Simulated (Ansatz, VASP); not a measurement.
Given: the input of a run of VASP 6.6.1 on Ta2N.

Contents of INCAR:

```
SYSTEM = Ta2N
ALGO     = Normal         ! electronic algorithm
EDIFF    = 1E-7           ! SCF threshold, eV
ENCUT    = 520            ! plane-wave cutoff, eV
GGA      = PE             ! functional
ISIF     = 2              ! what is computed and relaxed
ISMEAR   = -1             ! smearing method
LASPH    = .True.         ! aspherical terms in the spheres
LCHARG   = .True.         ! write CHGCAR
LELF     = .True.         ! ELF
LREAL    = .False.        ! projectors in reciprocal space
LVHAR    = .True.       
LWAVE    = .False.        ! write WAVECAR
NBANDS   = 20             ! bands
NELM     = 80             ! most SCF steps
PREC     = Accurate       ! precision mode
SIGMA    = 0.05           ! smearing width, eV
```

KPOINTS

```
k-points
0
Gamma
  10 10 6
  0 0 0
```

Contents of POSCAR:

```
Ta2N
1.0
    3.0493158896      0.0000000000      0.0000000000
   -1.5246579448      2.6407850245      0.0000000000
    0.0000000000      0.0000000000      4.7704285953
Ta N
2 1
Direct
    0.3333333333      0.6666666667      0.2547110000
    0.6666666667      0.3333333333      0.7452890000
    0.0000000000      0.0000000000      0.0000000000
```

Potentials or basis: VASP PAW PBE potentials, release 64 (Ta_pv, N).

Run with:

```console
$ cat potpaw_PBE.64/Ta_pv/POTCAR potpaw_PBE.64/N/POTCAR > POTCAR
$ mpirun -np 1 vasp_std > vasp.out
```

**Question.** Set up the same calculation for Ansatz 0.2.0. Potentials there: all-electron LAPW, scalar-relativistic.

**Answer.** As run (the cutoff follows the program's own potentials):

Contents of input.yaml:

```yaml
crystal:
  lattice:
    - [3.0493158896, 0.0, 0.0]
    - [-1.5246579448, 2.6407850245, 0.0]
    - [0.0, 0.0, 4.7704285953]
  atoms:
    - { symbol: Ta, position: [0.3333333333, 0.6666666667, 0.254711] }
    - { symbol: Ta, position: [0.6666666667, 0.3333333333, 0.745289] }
    - { symbol: "N", position: [0.0, 0.0, 0.0] }
kpoints:
  mp_grid: { grid: [10, 10, 6] }
scf:
  occupations: { method: fermi_dirac, width: 0.05 }
hamiltonian:
  xc: pbe
  pseudopotentials: { kind: all_electron, lapw: { basis_error: 0.001 } }
output:
  forces: true
  stress: true
  eigenvalues: true
```

Potentials or basis: all-electron LAPW, scalar-relativistic.

Command:

```sh
$ ansatz run input.yaml --threads 2 --pin off --max-ram 5120MiB --backend cpu --events-out ev --progress --plain --runs-dir out
```

Both were run:

|  | VASP | Ansatz | Ansatz less VASP |
| --- | --- | --- | --- |
| gap on the k mesh at the Fermi level (eV) | none | none | - |
| pressure (GPa) | 18.9 | 18.2 | -0.68 |
| traceless stress, the component that is largest in VASP (GPa) | 1.11 | 1.10 | -0.006 |
| rms of the force components (eV/Å) | 0.197 | 0.170 | -0.0269 |

Atom by atom the forces differ by 0.027 eV/Å (rms over components). A gap of «none» marks a metal or a gap that the smearing closes. Ansatz ran all-electron here, and VASP with PAW potentials.

Spin-orbit coupling is off throughout.
